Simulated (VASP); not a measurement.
# KF (Carobbiite) (I4/mmm) in VASP: further runs, part 2 of 4

VASP 6.6.1. The steps go on from the part before.

**4. Single point, PBEsol (in-plane strain +0.005, then relaxed in part)**

INCAR

```
PREC = Accurate
ENCUT = 520
EDIFF = 1E-6
ISMEAR = 0
SIGMA = 0.01
LREAL = False
LASPH = True
NELM = 80
ALGO = Normal
ISIF = 2
LWAVE = False
LCHARG = False
GGA = PS
NBANDS = 15
```

KPOINTS

```
regular mesh
0
Gamma
  8 8 8
```

POSCAR

```
KF
1.0
    2.6674583776      2.6674583776      0.0000000000
   -2.6674583776      2.6674583776      0.0000000000
    0.0000000000      2.6674583776      2.6462248781
K F
1 1
Direct
    0.0000000000      0.0000000000      0.0000000000
    0.5000000000      0.5000000000      0.0000000000
```

Potentials or basis: VASP PAW PBE potentials, release 64 (K_sv, F).

Started as:

```bash
$ cat potpaw_PBE.64/K_sv/POTCAR potpaw_PBE.64/F/POTCAR > POTCAR
$ mpirun -np 1 vasp_std > vasp.out
```

OUTCAR:

```text
PREC = Accurate
   ENCUT = 520
   EDIFF = 1E-6
   ISMEAR = 0
   LREAL = False
   LASPH = True
   NELM = 80
   ISIF = 2
   GGA = PS

 ion  position               nearest neighbor table
   1  0.000  0.000  0.000-   2 2.65   2 2.65   2 2.67   2 2.67   2 2.67   2 2.67
   2  0.500  0.500  0.000-   1 2.65   1 2.65   1 2.67   1 2.67   1 2.67   1 2.67

  LATTYP: Found a body centered tetragonal cell.
 ALAT       =     3.7723558147
 C/A-ratio  =     1.4029561410

  Lattice vectors:

 A1 = (   2.6674583776,   0.0000000000,  -2.6462248781)
 A2 = (  -2.6674583776,   0.0000000000,  -2.6462248781)
 A3 = (   0.0000000000,   2.6674583776,   2.6462248781)

Analysis of symmetry for initial positions (statically):
=====================================================================
 Subroutine PRICEL returns:
 Original cell was already a primitive cell.

 Routine SETGRP: Setting up the symmetry group for a
 body centered tetragonal supercell.

 Subroutine GETGRP returns: Found 16 space group operations
 (whereof 16 operations were pure point group operations)
 out of a pool of 16 trial point group operations.

The static configuration has the point symmetry D_4h.

Analysis of symmetry for dynamics (positions and initial velocities):
=====================================================================
 Subroutine PRICEL returns:
 Original cell was already a primitive cell.

 Routine SETGRP: Setting up the symmetry group for a
 body centered tetragonal supercell.

 Subroutine GETGRP returns: Found 16 space group operations
 (whereof 16 operations were pure point group operations)
 out of a pool of 16 trial point group operations.

The dynamic configuration has the point symmetry D_4h.

 Subroutine INISYM returns: Found 16 space group operations
 (whereof 16 operations are pure point group operations),
 and found     1 'primitive' translations

----------------------------------------------------------------------------------------

                                     Primitive cell

  volume of cell :      37.6575

  direct lattice vectors                    reciprocal lattice vectors
     2.667458378  2.667458378  0.000000000     0.187444349  0.187444349 -0.188948416
    -2.667458378  2.667458378  0.000000000    -0.187444349  0.187444349 -0.188948416
     0.000000000  2.667458378  2.646224878     0.000000000  0.000000000  0.377896833

  length of vectors
     3.772355815  3.772355815  3.757371462     0.325533827  0.325533827  0.377896833

  position of ions in fractional coordinates (direct lattice)
     0.000000000  0.000000000  0.000000000
     0.500000000  0.500000000  0.000000000

  ion indices of the primitive-cell ions
   primitive index   ion index
                 1           1
                 2           2

----------------------------------------------------------------------------------------

 KPOINTS: regular mesh

Automatic generation of k-mesh.
 Grid dimensions read from file:
 generate k-points for:    8    8    8

 Generating k-lattice:

  Cartesian coordinates                     Fractional coordinates (reciprocal lattice)
     0.023430544  0.023430544 -0.023618552     0.125000000  0.000000000  0.000000000
    -0.023430544  0.023430544 -0.023618552     0.000000000  0.125000000  0.000000000
     0.000000000  0.000000000  0.047237104     0.000000000  0.000000000  0.125000000

  Length of vectors
     0.040691728  0.040691728  0.047237104

  Shift w.r.t. Gamma in fractional coordinates (k-lattice)
     0.000000000  0.000000000  0.000000000

 Subroutine IBZKPT returns following result:
 ===========================================

 Found     59 irreducible k-points:

 Following reciprocal coordinates:
            Coordinates               Weight
  0.000000  0.000000  0.000000      1.000000
  0.125000  0.000000 -0.000000      8.000000
  0.250000  0.000000 -0.000000      8.000000
  0.375000  0.000000 -0.000000      8.000000
  0.500000  0.000000 -0.000000      4.000000
  0.125000  0.125000 -0.000000      8.000000
[... 16 lines left out ...]
  0.250000  0.000000  0.125000      4.000000
  0.375000  0.000000  0.125000      8.000000
 [... further k-points ...]
   k-points           NKPTS =     59   k-points in BZ     NKDIM =     59   number of bands    NBANDS=     15
   number of dos      NEDOS =    301   number of ions     NIONS =      2
   total plane-waves  NPLWV =  21952
   dimension x,y,z NGX =    28 NGY =   28 NGZ =   28
   dimension x,y,z NGXF=    56 NGYF=   56 NGZF=   56
   ions per type =               1   1
   NGX,Y,Z   is equivalent  to a cutoff of  12.34, 12.34, 12.39 a.u.
   NGXF,Y,Z  is equivalent  to a cutoff of  24.68, 24.68, 24.78 a.u.
 SYSTEM =  unknown system
   PREC   = accura    normal or accurate (medium, high low for compatibility)
   ISTART =      0    job   : 0-new  1-cont  2-samecut
   ICHARG =      2    charge: 1-file 2-atom 10-const
   ISPIN  =      1    spin polarized calculation?
   LNONCOLLINEAR =      F non collinear calculations
   LSORBIT =      F    spin-orbit coupling
   LASPH  =      T    aspherical Exc in radial PAW
   ENCUT  =  520.0 eV  38.22 Ry    6.18 a.u.   7.01  7.01  6.99*2*pi/ulx,y,z
   NELM   =     80;   NELMIN=  2; NELMDL= -5     # of ELM steps
   EDIFF  = 0.1E-05   stopping-criterion for ELM
   LREAL  =      F    real-space projection
   EDIFFG = 0.1E-04   stopping-criterion for IOM
   NSW    =      0    number of steps for IOM
   IBRION =     -1    ionic relax: 0-MD 1-quasi-New 2-CG
   NFREE  =      0    steps in history (QN), initial steepest desc. (CG)
   ISIF   =      2    stress and relaxation
   ISYM   =      2    0-nonsym 1-usesym 2-fastsym
   POTIM  = 0.5000    time-step for ionic-motion
   TEBEG  =    0.0;   TEEND  =   0.0 temperature during run
   PSTRESS=    0.0 pullay stress
   NELECT =      16.0000    total number of electrons
   NUPDOWN=      -1.0000    fix difference up-down
   EMIN   =  10.00;   EMAX   =-10.00  energy-range for DOS
   EFERMI =   0.00;   METHOD = LEGACY
   ISMEAR =     0;   SIGMA  =   0.01  broadening in eV -4-tet -1-fermi 0-gaus
   EFERMI_NEDOS =   21; number of points for ismear=-14 and -15
   IALGO  =     38    algorithm
   IMIX   =      4    mixing-type and parameters
     AMIX     =   0.40;   BMIX     =  1.00
     AMIX_MAG =   1.60;   BMIX_MAG =  1.00
  volume/ion in A,a.u.               =      18.83       127.06
  Fermi-wavevector in a.u.,A,eV,Ry     =   1.230734  2.325750 20.608823  1.514706
  Thomas-Fermi vector in A             =   2.365571
   LORBIT       =      0    0 simple, 1 ext, 2 COOP (PROOUT), +10 PAW based schemes
   GGA     = PS    functional components
   LHFCALC =     F    Hartree Fock is set to
   AEXX    =    0.0000 exact exchange contribution
   IVDW    =     0    specifies the selected vdW correction
   LEPSILON=     F    determine dielectric tensor
   LRPA    =     F    only Hartree local field effects (RPA)
 non-spin polarized calculation
 Gauss-broadening in eV      SIGMA  =   0.01
  energy-cutoff  :      520.00
  volume of cell :       37.66
 maximum number of plane-waves:      1028
   NGX = 13   NGY = 13   NGZ = 13

 number of electron      16.0000009 magnetization

 Free energy of the ion-electron system (eV)
  ---------------------------------------------------
  ext. energy  EPLUGINS =         0.00000000
  ---------------------------------------------------
  free energy    TOTEN  =        -8.51998388 eV

  energy without entropy =       -8.51998388  energy(sigma->0) =       -8.51998388

 E-fermi :  -2.7461     XC(G=0):  -8.6713

 val. band max:       -2.8654779949   @ k =   0.0000   0.0000   0.0000
 cond. band min:       3.2199248309   @ k =   0.0000   0.0000   0.0000
 fundamental gap:      6.0854028258
 Fermi energy:        -2.7461366460

 k-point     1 :       0.0000    0.0000    0.0000
  band No.  band energies     occupation
      1     -28.8028      2.00000
      2     -21.4091      2.00000
      3     -12.1048      2.00000
      4     -12.1048      2.00000
      5     -12.1038      2.00000
      6      -2.8784      2.00000
      7      -2.8784      2.00000
      8      -2.8655      2.00000
      9       3.2199      0.00000
     10       7.7789      0.00000
     11       7.7789      0.00000
     12       7.8278      0.00000
     13       9.4474      0.00000
     14       9.5276      0.00000
[... 401 lines left out ...]
      2     -21.4702      2.00000
      3     -12.2964      2.00000
      4     -12.2112      2.00000
      5     -12.1183      2.00000
      6      -3.4604      2.00000
      7      -3.1670      2.00000
      8      -2.9981      2.00000
      9       5.3841      0.00000
     10       6.9629      0.00000
     11       8.8005      0.00000
     12       8.9248      0.00000
     13      10.2496      0.00000
     14      10.6550      0.00000
     15      15.2937      0.00000

 [... further k-points ...]
[... 5 lines left out ...]
  --------------------------------------------------------------------------------------
  -------------------------------------------------------------------------------------
  Total       -0.0827037     -0.0827037      0.0217226      0.0000000      0.0000000      0.0000000
  in kB       -3.5187116     -3.5187116      0.9242095      0.0000000      0.0000000      0.0000000
  external PRESSURE =      -2.0377379 kB  Pullay stress =       0.0000000 kB

 VOLUME and BASIS-vectors are now :
 -----------------------------------------------------------------------------
  energy-cutoff  :      520.00
  volume of cell :       37.66
      direct lattice vectors                 reciprocal lattice vectors
     2.667458378  2.667458378  0.000000000     0.187444349  0.187444349 -0.188948416
    -2.667458378  2.667458378  0.000000000    -0.187444349  0.187444349 -0.188948416
     0.000000000  2.667458378  2.646224878     0.000000000  0.000000000  0.377896833

 POSITION                                       TOTAL-FORCE (eV/Angst)
 -----------------------------------------------------------------------------------
      0.00000      0.00000      0.00000         0.000000     -0.000000      0.000000
      0.00000      2.66746      0.00000         0.000000      0.000000      0.000000
 -----------------------------------------------------------------------------------
    total drift:                               -0.000000      0.000000      0.000000

  FREE ENERGIE OF THE ION-ELECTRON SYSTEM (eV)
  ---------------------------------------------------
  free  energy   TOTEN  =        -8.5199838800 eV

  energy  without entropy=       -8.5199838800  energy(sigma->0) =       -8.51998388
```

Run time: 37 s. Hardware: 1 thread of Intel Xeon 8259CL, shared host; peak memory 0.17 GiB.

What came out:

| Quantity | Value |
| --- | --- |
| Free energy | -8.5200 eV |
| Pressure | -0.2 GPa |
| Band gap on the k mesh | 6.09 eV, direct |

Stress tensor (GPa, compression positive):
```
-0.35  0.00  0.00
 0.00 -0.35  0.00
 0.00  0.00  0.09
```

Levels at points of the mesh, in eV from the valence-band top:
```
           k point  band 4  band 5  band 6  band 7  band 8  band 9  band 10  band 11  band 12  band 13
(0.00, 0.00, 0.00)   -9.24   -9.24   -0.01   -0.01    0.00    6.09    10.64    10.64    10.69    12.31
(0.50, 0.00, 0.00)   -9.28   -9.27   -0.84   -0.38   -0.37    9.02    10.55    12.07    12.13    14.39
(0.50, 0.50, 0.00)   -9.47   -9.46   -0.22   -0.07   -0.05    8.11    10.29    11.73    13.66    14.31
(0.00, 0.00, 0.50)   -9.47   -9.47   -0.20   -0.07   -0.07    8.08    10.30    11.80    13.66    14.34
```

Caveat: the cell differs from its parent crystal (in-plane strain +0.005, then relaxed in part); the PAW data sets were made with another functional, which shifts forces and pressure a little. A k mesh can miss the band edges.

(Continued in part 3 of 4.)
